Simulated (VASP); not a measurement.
Runs of VASP 6.6.1 on Ti. The structure is that of space group Im-3m (No. 229), or close to it. The cells are those of the table. 

```csv
task,cell,smearing,gap on the mesh (eV),pressure (GPa)
single point,"a = 2.842 Å, angles 109.5°, 1 atom",fermi-dirac 0.01 eV,none,-2.7
single point,"a = 2.842 Å, angles 109.5°, 1 atom",methfessel-paxton 0.025 eV,none,-2.7
single point,"a = 2.823 Å, angles 109.7, 109.7, 108.9°, 1 atom",fermi-dirac 0.05 eV,none,-0.6
electric field gradients,"a = 2.866 Å, angles 109.5°, 1 atom",fermi-dirac 0.05 eV,none,-4.9
single point,"a = 2.852 Å, angles 109.5°, 1 atom",fermi-dirac 0.05 eV,none,-3.6
single point,"a = 2.833 Å, angles 109.2, 109.2, 110.0°, 1 atom",fermi-dirac 0.05 eV,none,(a)
single point,"a = 2.823 Å, angles 108.9, 108.9, 110.6°, 1 atom",fermi-dirac 0.05 eV,none,-0.6
electric field gradients,"a = 2.852 Å, angles 109.5°, 1 atom",fermi-dirac 0.05 eV,none,-3.6
```

Alike in all rows: level PBE; potentials or basis VASP PAW PBE potentials, release 64 (Ti_sv); no spin polarisation; k mesh 14 × 14 × 14; cutoff (eV) 520.

Fill in the values left out.

(a) -1.6.

A gap of «none» marks levels without a gap at the run's occupations.
